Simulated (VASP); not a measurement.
# Si2Mo: single point with PBEsol

Crystal: Si2Mo.

```
CELL_PARAMETERS angstrom
-3.19007 0.00000 0.00000
0.00000 -3.19007 0.00000
0.00000 0.00000 15.34277
ATOMIC_POSITIONS crystal
Si 0.00000 0.00000 0.97753
Si 0.50000 0.50000 0.72264
Si 0.00000 0.00000 0.46775
Si 0.50000 0.50000 0.21286
Si 0.00000 0.00000 0.12614
Si 0.50000 0.50000 0.89080
Si 0.00000 0.00000 0.63592
Si 0.50000 0.50000 0.38103
Mo 0.50000 0.50000 0.55183
Mo 0.00000 0.00000 0.29694
Mo 0.50000 0.50000 0.04206
Mo 0.00000 0.00000 0.80672
```

This cell differs from its parent crystal: the distance across one plane changed.

```yaml
Program: VASP 6.6.1
Task: single point
Functional: PBEsol
Potentials_or_basis: VASP PAW PBE potentials, release 64 (Si, Mo_sv)
Cutoff: 520 eV
k_mesh: 15 × 15 × 3
Occupations: gaussian, width 0.15 eV
Spin: no spin polarisation
```

```
Pressure               : 7.5 GPa
Largest force          : 5.067 eV/Å
Band gap on the k mesh : zero (bands 44 and 45 overlap by 0.68 eV)
```

Forces in eV/Å, atoms in the order of the input:
```
Si   0.000  0.000 -4.144
Si   0.000  0.000  0.190
Si   0.000  0.000  0.127
Si   0.000  0.000  0.293
Si   0.000  0.000  2.056
Si   0.000  0.000 -2.437
Si   0.000  0.000  0.209
Si   0.000  0.000  0.141
Mo   0.000  0.000 -0.352
Mo   0.000  0.000 -0.318
Mo   0.000  0.000  5.067
Mo   0.000  0.000 -0.831
```

Stress tensor (GPa, compression positive):
```
 3.44  0.00  0.00
 0.00  3.44  0.00
 0.00  0.00 15.58
```

Levels at points of the mesh, in eV from the Fermi level:
```tsv
k point	band 42	band 43	band 44	band 45	band 46	band 47
(0.00, 0.00, 0.00)	-0.48	-0.30	0.37	0.52	0.73	1.51
```

Wall time 7.9 min on 1 thread of Intel(R) Xeon(R) 6975P-C (Granite Rapids), on a shared host, peak memory 0.54 GiB.

Caveat: the cell differs from its parent crystal (the distance across one plane changed); the cell stands under pressure; the PAW data sets were made with another functional, which shifts forces and pressure a little.
